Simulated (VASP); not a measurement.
# Ti2Al6H in VASP: further runs

Ti2Al6H is run at these levels: PBE+D3(BJ); tasks: single point.

Program: VASP 6.6.1. These are calculated values, not measurements. Logs are shortened: lines on timing, memory, paths and dates and some standing lists are left out, and cuts for length are marked.

## 1. The cell of the first run

The cell holds a slab with vacuum, 9 atoms: a = 5.024 Å, b = 5.024 Å, c = 21.219 Å, α = 90.00°, β = 90.00°, γ = 64.55°.

## 2. Single point, PBE+D3(BJ)

INCAR

```
SYSTEM = Ti2Al6H
PREC = Accurate ; ENCUT = 520
EDIFF = 1E-6 ; ISMEAR = 0
SIGMA = 0.1 ; LREAL = .False.
LASPH = .True. ; NELM = 80
ALGO = Normal ; ISIF = 2
LWAVE = .False. ; LCHARG = .True.
LDIPOL = .True. ; IDIPOL = 3
DIPOL = 0.5 0.5 0.309 ; GGA = PE
IVDW = 12 ; LELF = .True.
LVHAR = .True. ; LVACPOTAV = .True.
NBANDS = 32
```

KPOINTS

```
regular mesh
0
Gamma
  6 6 1
  0 0 0
```

POSCAR

```
Ti2Al6H
1.0
    5.0241861190      0.0000000000      0.0000000000
    2.1588814530      4.5367033218      0.0000000000
    0.0000000000      0.0000000000     21.2187109014
Al Ti H
6 2 1
Direct
    0.5000000000      0.0000000000      0.1885128658
    0.0000000000      0.5000000000      0.1885128658
    0.0000000000      0.0000000000      0.2517328341
    0.0000000000      0.5000000000      0.3193548961
    0.5000000000      0.0000000000      0.3193548961
    0.5000000000      0.5000000000      0.3826203646
    0.5000000000      0.5000000000      0.2517328341
    0.0000000000      0.0000000000      0.3797002555
    0.8333333333      0.8333333333      0.5004409057
```

Potentials or basis: VASP PAW PBE potentials, release 64 (Al, Ti_sv, H).

On the command line:

```bash
$ cat potpaw_PBE.64/Al/POTCAR potpaw_PBE.64/Ti_sv/POTCAR potpaw_PBE.64/H/POTCAR > POTCAR
$ mpirun -np 1 vasp_std > vasp.out
```

OUTCAR:

```text
SYSTEM = Ti2Al6H
   PREC = Accurate
   ENCUT = 520
   EDIFF = 1E-6
   ISMEAR = 0
   LREAL = .False.
   LASPH = .True.
   NELM = 80
   ISIF = 2
   GGA = PE
   IVDW = 12
 IVDW          = 12

 ion  position               nearest neighbor table
   1  0.500  0.000  0.189-   2 2.68   2 2.68   5 2.78   7 2.85   7 2.85   3 2.85   3 2.85
   2  0.000  0.500  0.189-   1 2.68   1 2.68   4 2.78   3 2.85   3 2.85   7 2.85   7 2.85
   3  0.000  0.000  0.252-   7 2.68   7 2.68   8 2.72   2 2.85   2 2.85   1 2.85   1 2.85   4 2.89
                             4 2.89   5 2.89   5 2.89
   4  0.000  0.500  0.319-   5 2.68   5 2.68   2 2.78   8 2.82   8 2.82   6 2.85   6 2.85   3 2.89
                             3 2.89   7 2.89   7 2.89
   5  0.500  0.000  0.319-   4 2.68   4 2.68   1 2.78   8 2.82   8 2.82   6 2.85   6 2.85   7 2.89
                             7 2.89   3 2.89   3 2.89
   6  0.500  0.500  0.383-   8 2.68   8 2.68   7 2.78   5 2.85   5 2.85   4 2.85   4 2.85
   7  0.500  0.500  0.252-   3 2.68   3 2.68   6 2.78   1 2.85   1 2.85   2 2.85   2 2.85   5 2.89
                             5 2.89   4 2.89   4 2.89
   8  0.000  0.000  0.380-   6 2.68   6 2.68   3 2.72   4 2.82   4 2.82   5 2.82   5 2.82
   9  0.833  0.833  0.500-

  LATTYP: Found a base centered orthorhombic cell.
 ALAT       =     5.3657849248
 B/A-ratio  =     1.5833231892
 C/A-ratio  =     3.9544467769

  Lattice vectors:

 A1 = (  -2.1588814530,  -4.5367033218,   0.0000000000)
 A2 = (   5.0241861190,   0.0000000000,   0.0000000000)
 A3 = (   0.0000000000,   0.0000000000,  21.2187109014)

Analysis of symmetry for initial positions (statically):
=====================================================================
 Subroutine PRICEL returns:
 Original cell was already a primitive cell.

 Routine SETGRP: Setting up the symmetry group for a
 base centered orthorhombic supercell.

 Subroutine GETGRP returns: Found  2 space group operations
 (whereof  2 operations were pure point group operations)
 out of a pool of  8 trial point group operations.

The static configuration has the point symmetry C_1h.

Analysis of symmetry for dynamics (positions and initial velocities):
=====================================================================
 Subroutine PRICEL returns:
 Original cell was already a primitive cell.

 Routine SETGRP: Setting up the symmetry group for a
 base centered orthorhombic supercell.

 Subroutine GETGRP returns: Found  2 space group operations
 (whereof  2 operations were pure point group operations)
 out of a pool of  8 trial point group operations.

The dynamic configuration has the point symmetry C_1h.

 Subroutine INISYM returns: Found  2 space group operations
 (whereof  2 operations are pure point group operations),
 and found     1 'primitive' translations

----------------------------------------------------------------------------------------

                                     Primitive cell

  volume of cell :     483.6432

  direct lattice vectors                    reciprocal lattice vectors
     5.024186119  0.000000000  0.000000000     0.199037212 -0.094715858  0.000000000
     2.158881453  4.536703322  0.000000000     0.000000000  0.220424376  0.000000000
     0.000000000  0.000000000 21.218710901     0.000000000  0.000000000  0.047128216

  length of vectors
     5.024186119  5.024186119 21.218710901     0.220424376  0.220424376  0.047128216

  position of ions in fractional coordinates (direct lattice)
     0.500000000  0.000000000  0.188512866
     1.000000000  0.500000000  0.188512866
     0.000000000  0.000000000  0.251732834
     1.000000000  0.500000000  0.319354896
     0.500000000  0.000000000  0.319354896
     0.500000000  0.500000000  0.382620365
     0.500000000  0.500000000  0.251732834
     0.000000000  0.000000000  0.379700255
     0.833333333  0.833333333  0.500440906

  ion indices of the primitive-cell ions
   primitive index   ion index
                 1           1
                 2           2
                 3           3
                 4           4
                 5           5
                 6           6
                 7           7
                 8           8
                 9           9

----------------------------------------------------------------------------------------

 KPOINTS: regular mesh

Automatic generation of k-mesh.
 Grid dimensions read from file:
 generate k-points for:    6    6    1

 Generating k-lattice:

  Cartesian coordinates                     Fractional coordinates (reciprocal lattice)
     0.033172869 -0.015785976  0.000000000     0.166666667 -0.000000000  0.000000000
     0.000000000  0.036737396  0.000000000     0.000000000  0.166666667  0.000000000
     0.000000000  0.000000000  0.047128216     0.000000000  0.000000000  1.000000000

  Length of vectors
     0.036737396  0.036737396  0.047128216

  Shift w.r.t. Gamma in fractional coordinates (k-lattice)
     0.000000000  0.000000000  0.000000000

 Subroutine IBZKPT returns following result:
 ===========================================

 Found     13 irreducible k-points:

 Following reciprocal coordinates:
            Coordinates               Weight
  0.000000  0.000000  0.000000      1.000000
  0.166667  0.000000  0.000000      4.000000
  0.333333  0.000000  0.000000      4.000000
  0.500000  0.000000  0.000000      2.000000
  0.166667  0.166667  0.000000      2.000000
  0.333333  0.166667  0.000000      4.000000
  0.500000  0.166667  0.000000      4.000000
 -0.333333  0.166667  0.000000      4.000000
 -0.166667  0.166667  0.000000      2.000000
  0.333333  0.333333  0.000000      2.000000
  0.500000  0.333333  0.000000      4.000000
 -0.333333  0.333333  0.000000      2.000000
  0.500000  0.500000  0.000000      1.000000
   k-points           NKPTS =     13   k-points in BZ     NKDIM =     13   number of bands    NBANDS=     32
   number of dos      NEDOS =    301   number of ions     NIONS =      9
   total plane-waves  NPLWV = 256000
   dimension x,y,z NGX =    40 NGY =   40 NGZ =  160
   dimension x,y,z NGXF=    80 NGYF=   80 NGZF=  320
   ions per type =               6   2   1
   NGX,Y,Z   is equivalent  to a cutoff of  13.24, 13.24, 12.54 a.u.
   NGXF,Y,Z  is equivalent  to a cutoff of  26.47, 26.47, 25.07 a.u.
 SYSTEM =  Ti2Al6H
   PREC   = accura    normal or accurate (medium, high low for compatibility)
   ISTART =      0    job   : 0-new  1-cont  2-samecut
   ICHARG =      2    charge: 1-file 2-atom 10-const
   ISPIN  =      1    spin polarized calculation?
   LNONCOLLINEAR =      F non collinear calculations
   LSORBIT =      F    spin-orbit coupling
   LASPH  =      T    aspherical Exc in radial PAW
   ENCUT  =  520.0 eV  38.22 Ry    6.18 a.u.   9.34  9.34 39.45*2*pi/ulx,y,z
   NELM   =     80;   NELMIN=  2; NELMDL= -5     # of ELM steps
   EDIFF  = 0.1E-05   stopping-criterion for ELM
   LREAL  =      F    real-space projection
[... 7 lines left out ...]
   TEBEG  =    0.0;   TEEND  =   0.0 temperature during run
   PSTRESS=    0.0 pullay stress
   NELECT =      43.0000    total number of electrons
   NUPDOWN=      -1.0000    fix difference up-down
   EMIN   =  10.00;   EMAX   =-10.00  energy-range for DOS
   EFERMI =   0.00;   METHOD = LEGACY
   ISMEAR =     0;   SIGMA  =   0.10  broadening in eV -4-tet -1-fermi 0-gaus
   EFERMI_NEDOS =   21; number of points for ismear=-14 and -15
   IALGO  =     38    algorithm
   IMIX   =      4    mixing-type and parameters
     AMIX     =   0.40;   BMIX     =  1.00
     AMIX_MAG =   1.60;   BMIX_MAG =  1.00
  volume/ion in A,a.u.               =      53.74       362.64
  Fermi-wavevector in a.u.,A,eV,Ry     =   0.730672  1.380770  7.263905  0.533882
  Thomas-Fermi vector in A             =   1.822700
   LORBIT       =      0    0 simple, 1 ext, 2 COOP (PROOUT), +10 PAW based schemes
   GGA     = PE    functional components
   LHFCALC =     F    Hartree Fock is set to
   AEXX    =    0.0000 exact exchange contribution
   IVDW    =    12    specifies the selected vdW correction
   LEPSILON=     F    determine dielectric tensor
   LRPA    =     F    only Hartree local field effects (RPA)
 non-spin polarized calculation
 Gauss-broadening in eV      SIGMA  =   0.10
  energy-cutoff  :      520.00
  volume of cell :      483.64
 maximum number of plane-waves:     13072
 NGX is ok and might be reduce to    40
   NGX = 19   NGY = 19   NGZ = 79

 dipolmoment           0.000000      0.000000     -0.083819 electrons x Angstroem

 number of electron      43.0000009 magnetization

 dipolmoment           0.000000      0.000000      0.265430 electrons x Angstroem

 Free energy of the ion-electron system (eV)
  ---------------------------------------------------
  ext. energy  EPLUGINS =         0.00000000
  ---------------------------------------------------
  free energy    TOTEN  =       -37.56119279 eV

  energy without entropy =      -37.53588734  energy(sigma->0) =      -37.54854006

 E-fermi :  -1.5520     XC(G=0):  -4.0254

 val. band max:       -1.5926134083   @ k =   0.5000   0.0000   0.0000
 cond. band min:      -1.5317627776   @ k =  -0.1667   0.1667   0.0000
 fundamental gap:      0.0608506306
 Fermi energy:        -1.5519529052

 k-point     1 :       0.0000    0.0000    0.0000
  band No.  band energies     occupation
      1     -58.4939      2.00000
      2     -58.1783      2.00000
      3     -34.8751      2.00000
      4     -34.7576      2.00000
      5     -34.6534      2.00000
      6     -34.5878      2.00000
[... 24 lines left out ...]
     31       1.0920      0.00000
     32       1.2956      0.00000

 k-point     2 :       0.1667    0.0000    0.0000
  band No.  band energies     occupation
      1     -58.4939      2.00000
      2     -58.1783      2.00000
      3     -34.8751      2.00000
      4     -34.7576      2.00000
      5     -34.6539      2.00000
      6     -34.5876      2.00000
[... 377 lines left out ...]
 k-point    13 :       0.5000    0.5000    0.0000
  band No.  band energies     occupation
      1     -58.4939      2.00000
      2     -58.1783      2.00000
      3     -34.8754      2.00000
      4     -34.7581      2.00000
      5     -34.6538      2.00000
      6     -34.5876      2.00000
[... 24 lines left out ...]
     31       1.7734      0.00000
     32       1.8610      0.00000

------------------------ aborting loop because EDIFF is reached ----------------------------------------

 Edisp (eV)   -2.04125

 E8    (eV) :    -0.9698

  FORCE on cell =-STRESS in cart. coord.  units (eV):
  Direction    XX          YY          ZZ          XY          YZ          ZX
  --------------------------------------------------------------------------------------
  -------------------------------------------------------------------------------------
  Total      -5.17381    -3.05950    -4.18481    -2.22152     0.47411     0.75067
  in kB     -17.13941   -10.13529   -13.86313    -7.35927     1.57059     2.48676
  external pressure =      -13.71 kB  Pullay stress =        0.00 kB

 VOLUME and BASIS-vectors are now :
 -----------------------------------------------------------------------------
  energy-cutoff  :      520.00
  volume of cell :      483.64
      direct lattice vectors                 reciprocal lattice vectors
     5.024186119  0.000000000  0.000000000     0.199037212 -0.094715858  0.000000000
     2.158881453  4.536703322  0.000000000     0.000000000  0.220424376  0.000000000
     0.000000000  0.000000000 21.218710901     0.000000000  0.000000000  0.047128216

 POSITION                                       TOTAL-FORCE (eV/Angst)
 -----------------------------------------------------------------------------------
      2.51209      0.00000      4.00000        -0.003412      0.008455      0.487492
      1.07944      2.26835      4.00000         0.006169     -0.006714      0.487492
      0.00000      0.00000      5.34145         0.004142      0.002616     -0.567032
      1.07944      2.26835      6.77630         0.032141      0.028141     -0.076122
      2.51209      0.00000      6.77630         0.039222      0.016930     -0.076122
      3.59153      2.26835      8.11871        -0.045569     -0.028781      0.335816
      3.59153      2.26835      5.34145         0.036944      0.023333     -0.506625
      0.00000      0.00000      8.05675        -0.447380     -0.282557      1.215547
      5.98589      3.78059     10.61871         0.377743      0.238576     -1.300446
 -----------------------------------------------------------------------------------
    total drift:                                0.000059      0.000037     -0.000110

  FREE ENERGIE OF THE ION-ELECTRON SYSTEM (eV)
  ---------------------------------------------------
  free  energy   TOTEN  =       -39.6024385449 eV

  energy  without entropy=      -39.5771330879  energy(sigma->0) =      -39.58978582

 vacuum level on the upper side and lower side of the slab         4.749         2.642
```

Run time: 5.3 min. Hardware: 1 thread of Intel Xeon 6975P-C (Granite Rapids), shared host; peak memory 0.62 GiB.

Results:

| Property | Result |
| --- | --- |
| Free energy | -39.6024 eV |
| Largest force | 1.375 eV/Å |
| Band gap on the k mesh | zero (an odd number of electrons rules out a gap without spin polarisation) |
| Dispersion energy per atom | -0.227 eV |

Forces in eV/Å, atoms in the order of the input:
```
Al  -0.003  0.008  0.487
Al   0.006 -0.007  0.487
Al   0.004  0.003 -0.567
Al   0.032  0.028 -0.076
Al   0.039  0.017 -0.076
Al  -0.046 -0.029  0.336
Ti   0.037  0.023 -0.507
Ti  -0.447 -0.283  1.216
H    0.378  0.239 -1.300
```

Levels at points of the mesh, in eV from the Fermi level:
```
           k point  band 19  band 20  band 21  band 22  band 23  band 24  band 25  band 26
(0.00, 0.00, 0.00)    -1.03    -1.02    -0.46    -0.21    -0.16     0.82     0.99     1.76
(0.50, 0.00, 0.00)    -0.59    -0.30    -0.13    -0.04     0.32     0.79     1.01     1.29
(0.50, 0.50, 0.00)    -0.37    -0.33     0.22     0.38     0.56     0.67     0.73     0.79
```

## 3. Single point, PBE+D3(BJ)

INCAR

```
ALGO = Normal
DIPOL = 0.5 0.5 0.309
EDIFF = 1E-6
ENCUT = 520
GGA = PE
IDIPOL = 3
ISIF = 2
ISMEAR = 0
IVDW = 12
LASPH = True
LCHARG = False
LDIPOL = True
LREAL = False
LWAVE = False
NBANDS = 32
NELM = 80
PREC = Accurate
SIGMA = 0.1
```

KPOINTS

```
k-points
0
Gamma
  6 6 1
```

POSCAR, as its differences from that of step 2:

```diff
@@ -16,2 +16,2 @@
     0.0000000000      0.0000000000      0.3797002555
-    0.8333333333      0.8333333333      0.5004409057
+    0.8333333333      1.1666666667      0.5004409057
```

Potentials or basis: VASP PAW PBE potentials, release 64 (Al, Ti_sv, H).

On the command line:

```bash
$ cat potpaw_PBE.64/Al/POTCAR potpaw_PBE.64/Ti_sv/POTCAR potpaw_PBE.64/H/POTCAR > POTCAR
$ mpirun -np 1 vasp_std > vasp.out
```

OUTCAR:

```text
EDIFF = 1E-6
   ENCUT = 520
   GGA = PE
   ISIF = 2
   ISMEAR = 0
   IVDW = 12
   LASPH = True
   LREAL = False
   NELM = 80
   PREC = Accurate
 IVDW          = 12

 ion  position               nearest neighbor table
   1  0.500  0.000  0.189-   2 2.68   2 2.68   5 2.78   7 2.85   7 2.85   3 2.85   3 2.85
   2  0.000  0.500  0.189-   1 2.68   1 2.68   4 2.78   3 2.85   3 2.85   7 2.85   7 2.85
   3  0.000  0.000  0.252-   7 2.68   7 2.68   8 2.72   2 2.85   2 2.85   1 2.85   1 2.85   4 2.89
                             4 2.89   5 2.89   5 2.89
   4  0.000  0.500  0.319-   5 2.68   5 2.68   2 2.78   8 2.82   8 2.82   6 2.85   6 2.85   3 2.89
                             3 2.89   7 2.89   7 2.89
[... 677 lines left out ...]

 VOLUME and BASIS-vectors are now :
 -----------------------------------------------------------------------------
  energy-cutoff  :      520.00
  volume of cell :      483.64
      direct lattice vectors                 reciprocal lattice vectors
     5.024186119  0.000000000  0.000000000     0.199037212 -0.094715858  0.000000000
     2.158881453  4.536703322  0.000000000     0.000000000  0.220424376  0.000000000
     0.000000000  0.000000000 21.218710901     0.000000000  0.000000000  0.047128216

 POSITION                                       TOTAL-FORCE (eV/Angst)
 -----------------------------------------------------------------------------------
      2.51209      0.00000      4.00000        -0.009724      0.010055      0.531755
      1.07944      2.26835      4.00000        -0.004901      0.013101      0.531755
      0.00000      0.00000      5.34145         0.018376     -0.029096     -0.557384
      1.07944      2.26835      6.77630        -0.018429     -0.007483     -0.058692
      2.51209      0.00000      6.77630         0.014676      0.013425     -0.058692
      3.59153      2.26835      8.11871         0.128567     -0.203562      0.384072
      3.59153      2.26835      5.34145         0.039154     -0.061993     -0.505251
      0.00000      0.00000      8.05675        -0.199946      0.316578      1.493430
      4.54664      0.75612     10.61871         0.032227     -0.051026     -1.760993
 -----------------------------------------------------------------------------------
    total drift:                                0.000052     -0.000082     -0.000201

  FREE ENERGIE OF THE ION-ELECTRON SYSTEM (eV)
  ---------------------------------------------------
  free  energy   TOTEN  =       -40.0230828694 eV

  energy  without entropy=      -39.9893029584  energy(sigma->0) =      -40.00619291

 vacuum level on the upper side and lower side of the slab         4.540         2.567
```

It took 4.9 min on 1 thread of Intel Xeon 6975P-C (Granite Rapids), shared host; peak memory 0.62 GiB.

What came out:

```yaml
Free_energy: -40.0231 eV
Largest_force: 1.762 eV/Å
Band_gap_on_the_k_mesh: zero (an odd number of electrons rules out a gap without spin polarisation)
Dispersion_energy_per_atom: -0.227 eV
```

Forces on the atoms (eV/Å):
```
Al  -0.010  0.010  0.532
Al  -0.005  0.013  0.532
Al   0.018 -0.029 -0.557
Al  -0.018 -0.007 -0.059
Al   0.015  0.013 -0.059
Al   0.129 -0.204  0.384
Ti   0.039 -0.062 -0.505
Ti  -0.200  0.317  1.493
H    0.032 -0.051 -1.761
```

Levels at points of the mesh, in eV from the Fermi level:
```tsv
k point	band 18	band 19	band 20	band 21	band 22	band 23	band 24	band 25
(0.00, 0.00, 0.00)	-1.12	-1.07	-1.01	-0.43	-0.35	-0.14	0.77	1.24
(0.50, 0.00, 0.00)	-0.85	-0.61	-0.22	-0.14	0.05	0.35	0.82	1.02
(0.50, 0.50, 0.00)	-1.08	-0.44	-0.33	0.29	0.45	0.58	0.60	0.79
```

## 4. Single point, PBE+D3(BJ)

INCAR

```
SYSTEM = Ti2Al6H
PREC = Accurate
ENCUT = 520
EDIFF = 1E-7
ISMEAR = 0
SIGMA = 0.1
LREAL = .False.
LASPH = .True.
NELM = 80
ALGO = Normal
ISIF = 2
LWAVE = .False.
LCHARG = .False.
LDIPOL = .True.
IDIPOL = 3
DIPOL = 0.5 0.5 0.309
GGA = PE
IVDW = 12
NBANDS = 32
```

KPOINTS

```
regular mesh
0
Gamma
  6 6 1
  0 0 0
```

POSCAR, as its differences from that of step 3:

```diff
@@ -16,2 +16,2 @@
     0.0000000000      0.0000000000      0.3797002555
-    0.8333333333      1.1666666667      0.5004409057
+    0.6666666667      0.6666666667      0.5004409057
```

On the command line:

```bash
$ cat potpaw_PBE.64/Al/POTCAR potpaw_PBE.64/Ti_sv/POTCAR potpaw_PBE.64/H/POTCAR > POTCAR
$ mpirun -np 1 vasp_std > vasp.out
```

Run time: 5.1 min. Hardware: 1 thread of Intel Xeon 6975P-C (Granite Rapids), shared host; peak memory 0.62 GiB.

Results (log left out):

```
Free energy                : -39.5182 eV
Largest force              : 1.251 eV/Å
Band gap on the k mesh     : zero (an odd number of electrons rules out a gap without spin polarisation)
Dispersion energy per atom : -0.227 eV
```

Forces on the atoms (eV/Å):
```
Al   0.004 -0.102  0.537
Al  -0.090  0.047  0.537
Al   0.001  0.001 -0.545
Al   0.077 -0.019 -0.054
Al   0.016  0.078 -0.054
Al   0.198  0.125  0.530
Ti   0.117  0.074 -0.339
Ti   0.007  0.005  0.575
H   -0.331 -0.209 -1.188
```

Levels at points of the mesh, in eV from the Fermi level:
| k point | band 19 | band 20 | band 21 | band 22 | band 23 | band 24 |
| --- | --- | --- | --- | --- | --- | --- |
| (0.00, 0.00, 0.00) | -1.13 | -1.08 | -0.46 | -0.26 | -0.18 | 0.65 |
| (0.50, 0.00, 0.00) | -0.65 | -0.32 | -0.11 | 0.14 | 0.30 | 0.77 |
| (0.50, 0.50, 0.00) | -0.54 | -0.37 | 0.17 | 0.18 | 0.51 | 0.56 |

[end of part 1 of 2]
